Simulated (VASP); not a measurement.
# InSb3 (Pm-3m) in VASP: notebook

InSb3 is run at these levels: PBE, BLYP; tasks: single point.

Program: VASP 6.6.1. These are calculated values, not measurements. Logs are shortened: lines on timing, memory, paths and dates and some standing lists are left out, and cuts for length are marked.

### 1 The cell of the first run

Symmetry: Pm-3m, No. 221, cubic system. Conventional cell: a = 4.806 Å, b = 4.806 Å, c = 4.806 Å, α = 90.00°, β = 90.00°, γ = 90.00°. In (site symmetry m-3m) has 12 Sb at 3.40 Å within 4.5 Å. Sb (site symmetry 4/mmm) has 4 In at 3.40 Å and 8 Sb at 3.40 Å within 4.5 Å.

### 2 Single point, PBE

Input file INCAR:

```
SYSTEM = InSb3
  PREC = Accurate
  ENCUT = 520
  EDIFF = 1E-7
  ISMEAR = 0
  SIGMA = 0.1
  LREAL = .FALSE.
  LASPH = .TRUE.
  NELM = 80
  ALGO = Normal
  ISIF = 2
  LWAVE = .FALSE.
  LCHARG = .FALSE.
  GGA = PE
  NELECT = 27.75
  NBANDS = 22
```

Input file KPOINTS:

```
Automatic mesh
0
G
  6 6 6
  0 0 0
```

Input file POSCAR:

```
InSb3
1.0
    4.8063670000      0.0000000000      0.0000000000
    0.0000000000      4.8063670000      0.0000000000
    0.0000000000      0.0000000000      4.8063670000
In Sb
1 3
Direct
    0.0000000000      0.0000000000      0.0000000000
    0.5000000000      0.0000000000      0.5000000000
    0.0000000000      0.5000000000      0.5000000000
    0.5000000000      0.5000000000      0.0000000000
```

Potentials or basis: VASP PAW PBE potentials, release 64 (In_d, Sb).

On the command line:

```console
cat potpaw_PBE.64/In_d/POTCAR potpaw_PBE.64/Sb/POTCAR > POTCAR
mpirun -np 1 vasp_std > vasp.out
```

OUTCAR:

```text
SYSTEM = InSb3
   PREC = Accurate
   ENCUT = 520
   EDIFF = 1E-7
   ISMEAR = 0
   LREAL = .FALSE.
   LASPH = .TRUE.
   NELM = 80
   ISIF = 2
   GGA = PE
   NELECT = 27.75

 ion  position               nearest neighbor table
   1  0.000  0.000  0.000-   2 3.40   3 3.40   4 3.40   2 3.40   3 3.40   3 3.40   4 3.40   3 3.40
                             2 3.40   4 3.40   2 3.40   4 3.40
   2  0.500  0.000  0.500-   1 3.40   3 3.40   4 3.40   1 3.40   4 3.40   3 3.40   4 3.40   4 3.40
                             1 3.40   3 3.40   1 3.40   3 3.40
   3  0.000  0.500  0.500-   1 3.40   2 3.40   4 3.40   1 3.40   4 3.40   1 3.40   2 3.40   1 3.40
                             2 3.40   4 3.40   4 3.40   2 3.40
   4  0.500  0.500  0.000-   1 3.40   2 3.40   3 3.40   2 3.40   3 3.40   1 3.40   2 3.40   2 3.40
                             1 3.40   3 3.40   3 3.40   1 3.40

  LATTYP: Found a simple cubic cell.
 ALAT       =     4.8063670000

  Lattice vectors:

 A1 = (   4.8063670000,   0.0000000000,   0.0000000000)
 A2 = (   0.0000000000,   4.8063670000,   0.0000000000)
 A3 = (   0.0000000000,   0.0000000000,   4.8063670000)

Analysis of symmetry for initial positions (statically):
=====================================================================
 Subroutine PRICEL returns:
 Original cell was already a primitive cell.

 Routine SETGRP: Setting up the symmetry group for a
 simple cubic supercell.

 Subroutine GETGRP returns: Found 48 space group operations
 (whereof 48 operations were pure point group operations)
 out of a pool of 48 trial point group operations.

The static configuration has the point symmetry O_h .

Analysis of symmetry for dynamics (positions and initial velocities):
=====================================================================
 Subroutine PRICEL returns:
 Original cell was already a primitive cell.

 Routine SETGRP: Setting up the symmetry group for a
 simple cubic supercell.

 Subroutine GETGRP returns: Found 48 space group operations
 (whereof 48 operations were pure point group operations)
 out of a pool of 48 trial point group operations.

The dynamic configuration has the point symmetry O_h .

 Subroutine INISYM returns: Found 48 space group operations
 (whereof 48 operations are pure point group operations),
 and found     1 'primitive' translations

[... 91 lines left out ...]
   ENCUT  =  520.0 eV  38.22 Ry    6.18 a.u.   8.94  8.94  8.94*2*pi/ulx,y,z
   NELM   =     80;   NELMIN=  2; NELMDL= -5     # of ELM steps
   EDIFF  = 0.1E-06   stopping-criterion for ELM
   LREAL  =      F    real-space projection
   EDIFFG = 0.1E-05   stopping-criterion for IOM
   NSW    =      0    number of steps for IOM
   IBRION =     -1    ionic relax: 0-MD 1-quasi-New 2-CG
   NFREE  =      0    steps in history (QN), initial steepest desc. (CG)
   ISIF   =      2    stress and relaxation
   ISYM   =      2    0-nonsym 1-usesym 2-fastsym
   POTIM  = 0.5000    time-step for ionic-motion
   TEBEG  =    0.0;   TEEND  =   0.0 temperature during run
   PSTRESS=    0.0 pullay stress
   NELECT =      27.7500    total number of electrons
   NUPDOWN=      -1.0000    fix difference up-down
   EMIN   =  10.00;   EMAX   =-10.00  energy-range for DOS
   EFERMI =   0.00;   METHOD = LEGACY
   ISMEAR =     0;   SIGMA  =   0.10  broadening in eV -4-tet -1-fermi 0-gaus
   EFERMI_NEDOS =   21; number of points for ismear=-14 and -15
   IALGO  =     38    algorithm
   IMIX   =      4    mixing-type and parameters
     AMIX     =   0.40;   BMIX     =  1.00
     AMIX_MAG =   1.60;   BMIX_MAG =  1.00
  volume/ion in A,a.u.               =      27.76       187.32
  Fermi-wavevector in a.u.,A,eV,Ry     =   1.031206  1.948697 14.468251  1.063386
  Thomas-Fermi vector in A             =   2.165343
   LORBIT       =      0    0 simple, 1 ext, 2 COOP (PROOUT), +10 PAW based schemes
   GGA     = PE    functional components
   LHFCALC =     F    Hartree Fock is set to
   AEXX    =    0.0000 exact exchange contribution
   IVDW    =     0    specifies the selected vdW correction
   LEPSILON=     F    determine dielectric tensor
   LRPA    =     F    only Hartree local field effects (RPA)
 non-spin polarized calculation
 Gauss-broadening in eV      SIGMA  =   0.10
  energy-cutoff  :      520.00
  volume of cell :      111.03
 maximum number of plane-waves:      3028
 NGX is ok and might be reduce to    36
   NGX = 17   NGY = 17   NGZ = 17

 number of electron      27.7500010 magnetization

 Free energy of the ion-electron system (eV)
  ---------------------------------------------------
  ext. energy  EPLUGINS =         0.00000000
  ---------------------------------------------------
  free energy    TOTEN  =       -16.20169873 eV

  energy without entropy =      -16.18860838  energy(sigma->0) =      -16.19515356

 E-fermi :   7.7739     XC(G=0): -10.0226

 val. band max:        7.7694204946   @ k =   0.3333   0.3333   0.0000
 cond. band min:       7.7848481407   @ k =   0.1667   0.0000   0.0000
 fundamental gap:      0.0154276461
 Fermi energy:         7.7738571646

 k-point     1 :       0.0000    0.0000    0.0000
  band No.  band energies     occupation
      1      -6.6303      2.00000
      2      -6.6303      2.00000
      3      -6.6143      2.00000
      4      -6.6143      2.00000
      5      -6.6143      2.00000
      6      -4.3128      2.00000
[... 489 lines left out ...]
     21      14.2651      0.00000
     22      16.1786      0.00000

------------------------ aborting loop because EDIFF is reached ----------------------------------------

  FORCE on cell =-STRESS in cart. coord.  units (eV):
  Direction    XX          YY          ZZ          XY          YZ          ZX
  --------------------------------------------------------------------------------------
  -------------------------------------------------------------------------------------
  Total       -2.9080456     -2.9080456     -2.9080456      0.0000000     -0.0000000      0.0000000
  in kB      -41.9624661    -41.9624661    -41.9624661      0.0000000     -0.0000000      0.0000000
  external PRESSURE =     -41.9624661 kB  Pullay stress =       0.0000000 kB

 VOLUME and BASIS-vectors are now :
 -----------------------------------------------------------------------------
  energy-cutoff  :      520.00
  volume of cell :      111.03
      direct lattice vectors                 reciprocal lattice vectors
     4.806367000  0.000000000  0.000000000     0.208057354  0.000000000  0.000000000
     0.000000000  4.806367000  0.000000000     0.000000000  0.208057354  0.000000000
     0.000000000  0.000000000  4.806367000     0.000000000  0.000000000  0.208057354

 POSITION                                       TOTAL-FORCE (eV/Angst)
 -----------------------------------------------------------------------------------
      0.00000      0.00000      0.00000         0.000000      0.000000      0.000000
      2.40318      0.00000      2.40318         0.000000      0.000000      0.000000
      0.00000      2.40318      2.40318         0.000000      0.000000      0.000000
      2.40318      2.40318      0.00000         0.000000      0.000000      0.000000
 -----------------------------------------------------------------------------------
    total drift:                               -0.000000     -0.000000     -0.000000

  FREE ENERGIE OF THE ION-ELECTRON SYSTEM (eV)
  ---------------------------------------------------
  free  energy   TOTEN  =       -16.2016987281 eV

  energy  without entropy=      -16.1886083836  energy(sigma->0) =      -16.19515356
```

stdout:

```text
POSCAR found type information on POSCAR InSb
 POSCAR found :  2 types and       4 ions
 scaLAPACK will be used
 LDA part: xc-table for (Slater+PW92), standard interpolation
 POSCAR, INCAR and KPOINTS ok, starting setup
 FFT: planning ... GRIDC
 FFT: planning ... GRID_SOFT
 FFT: planning ... GRID
 WAVECAR not read
 entering main loop
 the old and the new charge density differ
 old charge density:    28.00000 new   27.75000
    0.340E+00
```

It took 35 s on 1 thread of Intel Xeon 6455B, shared host; peak memory 0.22 GiB.

Results:

* Free energy: -16.2017 eV

Levels at points of the mesh, in eV from the Fermi level:
| k point | band 11 | band 12 | band 13 | band 14 | band 15 | band 16 | band 17 | band 18 |
| --- | --- | --- | --- | --- | --- | --- | --- | --- |
| (0.00, 0.00, 0.00) | -4.19 | -3.46 | 0.51 | 0.51 | 0.51 | 1.83 | 1.83 | 1.83 |
| (0.50, 0.00, 0.00) | -2.81 | -2.01 | -2.01 | -1.02 | -0.75 | 2.08 | 2.24 | 2.24 |
| (0.50, 0.50, 0.00) | -1.55 | -1.55 | -1.26 | -1.03 | -1.03 | -0.36 | 1.17 | 3.34 |
| (0.50, 0.50, 0.50) | -4.88 | -4.88 | -4.66 | 3.58 | 3.58 | 3.63 | 3.63 | 3.63 |

Caveat: the cell carries a net charge on a neutralising background, which shifts energy and pressure; the cell is charged against a uniform background, so pressure and absolute levels hang on convention; spin-orbit coupling is left out, which moves the levels of the heavy elements.

### 3 Single point, PBE

Input file INCAR:

```
  PREC = Accurate
  ENCUT = 520
  EDIFF = 1E-6
  ISMEAR = -5
  SIGMA = 0.1
  LREAL = F
  LASPH = T
  NELM = 100
  ALGO = Normal
  ISIF = 2
  LWAVE = F
  LCHARG = F
  GGA = PE
  NBANDS = 22
```

Input file KPOINTS:

```
regular mesh
0
Gamma
  6 6 6
```

POSCAR is that of step 2.

Potentials or basis: VASP PAW PBE potentials, release 64 (In_d, Sb).

On the command line:

```console
cat potpaw_PBE.64/In_d/POTCAR potpaw_PBE.64/Sb/POTCAR > POTCAR
mpirun -np 1 vasp_std > vasp.out
```

Run time: 33 s. Hardware: 1 thread of Intel Xeon 6455B, shared host; peak memory 0.22 GiB.

Results (log left out):

```yaml
Free_energy: -14.2743 eV
Pressure: 0.0 GPa
Band_gap_on_the_k_mesh: zero (bands 14 and 15 overlap by 4.62 eV)
```

Levels at points of the mesh, in eV from the Fermi level:
| k point | band 12 | band 13 | band 14 | band 15 | band 16 | band 17 |
| --- | --- | --- | --- | --- | --- | --- |
| (0.00, 0.00, 0.00) | -3.67 | 0.36 | 0.36 | 0.36 | 1.66 | 1.66 |
| (0.50, 0.00, 0.00) | -2.18 | -2.18 | -1.19 | -0.91 | 1.92 | 2.10 |
| (0.50, 0.50, 0.00) | -1.71 | -1.41 | -1.18 | -1.18 | -0.54 | 0.96 |
| (0.50, 0.50, 0.50) | -5.05 | -4.88 | 3.44 | 3.44 | 3.49 | 3.49 |

Caveat: spin-orbit coupling is left out, which moves the levels of the heavy elements; tetrahedron occupations give inexact forces and stress in metals.

### 4 Single point, BLYP

Input file INCAR:

```
SYSTEM = InSb3
PREC = Accurate
ENCUT = 520
EDIFF = 1E-6
ISMEAR = 0
SIGMA = 0.1
LREAL = .False.
LASPH = .True.
NELM = 80
ALGO = Normal
ISIF = 2
LWAVE = .False.
LCHARG = .True.
GGA = B5
ALDAX = 1.0
AGGAX = 1.0
AGGAC = 1.0
ALDAC = 0.0
LELF = .True.
LVHAR = .True.
NBANDS = 22
```

Input file KPOINTS:

```
Automatic mesh
0
Gamma
  6 6 6
  0 0 0
```

POSCAR is that of step 3.

On the command line:

```console
cat potpaw_PBE.64/In_d/POTCAR potpaw_PBE.64/Sb/POTCAR > POTCAR
mpirun -np 1 vasp_std > vasp.out
```

Run time: 52 s. Hardware: 1 thread of Intel Xeon 6455B, shared host; peak memory 0.22 GiB.

It converged, with:

| Property | Result |
| --- | --- |
| Free energy | -10.7957 eV |
| Pressure | 5.3 GPa |
| Band gap on the k mesh | zero (bands 14 and 15 overlap by 4.46 eV) |

Levels at points of the mesh, in eV from the Fermi level:
```
           k point  band 10  band 11  band 12  band 13  band 14  band 15  band 16  band 17  band 18  band 19
(0.00, 0.00, 0.00)    -4.24    -4.24    -3.71     0.37     0.37     0.37     1.67     1.67     1.67     5.05
(0.50, 0.00, 0.00)    -2.87    -2.87    -2.07    -2.07    -1.04    -0.75     1.82     2.08     2.08     2.43
(0.50, 0.50, 0.00)    -2.45    -1.62    -1.62    -1.31    -1.10    -1.10    -0.59     1.11     3.14     3.32
(0.50, 0.50, 0.50)    -4.90    -4.88    -4.88    -4.88     3.36     3.36     3.41     3.41     3.41     6.22
```

Caveat: the cell stands under pressure; the PAW data sets were made with another functional, which shifts forces and pressure a little; spin-orbit coupling is left out, which moves the levels of the heavy elements.
